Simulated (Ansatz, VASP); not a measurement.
## Two plane-wave programs on AsHF

The input INCAR:

```
PREC     = Accurate       # precision mode
ENCUT    = 600            # plane-wave cutoff, eV
EDIFF    = 1E-7           # SCF threshold, eV
ISMEAR   = 0              # smearing method
SIGMA    = 0.1            # smearing width, eV
LREAL    = F              # projectors in reciprocal space
LASPH    = T              # aspherical terms in the spheres
NELM     = 120            # most SCF steps
ALGO     = Normal         # electronic algorithm
ISIF     = 3              # what is computed and relaxed
LWAVE    = F              # write WAVECAR
LCHARG   = F              # write CHGCAR
GGA      = PE             # functional
IBRION   = 2              # ionic algorithm
NSW      = 100            # ionic steps
EDIFFG   = -0.01          # ionic threshold
GGA_COMPAT= F            
NELMIN   = 4
```

The input KPOINTS:

```
regular mesh
0
Gamma
  16 16 14
```

Contents of POSCAR:

```
AsHF
1.0
    3.0902248424      0.0000000000      0.0000000000
    0.0000000000      3.0902248424      0.0000000000
    0.0000000000      0.0000000000      3.4083760125
H As F
1 1 1
Direct
    0.5000000000      0.5000000000      0.5000000000
    0.5000000000      0.5000000000      0.0000000000
    0.0000000000      0.0000000000      0.5000000000
```

Input for Ansatz:

```yaml
crystal:
  lattice:
    - [3.0902248424, 0.0, 0.0]
    - [0.0, 3.0902248424, 0.0]
    - [0.0, 0.0, 3.4083760125]
  atoms:
    - { symbol: H, position: [0.5, 0.5, 0.5] }
    - { symbol: As, position: [0.5, 0.5, 0.0] }
    - { symbol: F, position: [0.0, 0.0, 0.5] }
basis:
  ecutwfc: 420
kpoints:
  mp_grid: { grid: [16, 16, 14] }
hamiltonian:
  xc: pbe
scf:
  occupations: { method: gaussian, width: 0.1 }
output:
  forces: true
  stress: true
  eigenvalues: true
  write_density: true
  write_potential: true
  elf: true
  volumetric_format: npy
relax:
  adjacent_minimum: "off"
  f_tol: 0.01
  max_steps: 80
  cell: { stress_tol: 0.05 }
```

Alike in both runs: task relaxation of cell and atoms; functional PBE; k mesh 16 × 16 × 14; occupations gaussian, width 0.1 eV; no spin polarisation.

```csv
,VASP,Ansatz
version,VASP 6.6.1,Ansatz 0.2.0
potentials or method,"VASP PAW PBE potentials, release 64 (H, As, F), cutoff 600 eV","scalar-relativistic, plane waves, PAW"
valence electrons in the cell,13,23
```

|  | VASP | Ansatz | Ansatz less VASP |
| --- | --- | --- | --- |
| gap on the k mesh at the Fermi level, each at its own relaxed structure (eV) | none | none | - |
| relaxed volume (Å³/atom) | 10.77 | 10.80 | +0.026 |
| relaxed length of the cell vector where the two differ most in proportion (Å) | 3.070 | 3.074 | +0.0046 |

A gap of «none» marks a metal or a gap that the smearing closes. VASP's potentials hold 13 valence electrons a cell and Ansatz's 23, so a difference there can come from the potentials and not from the codes.
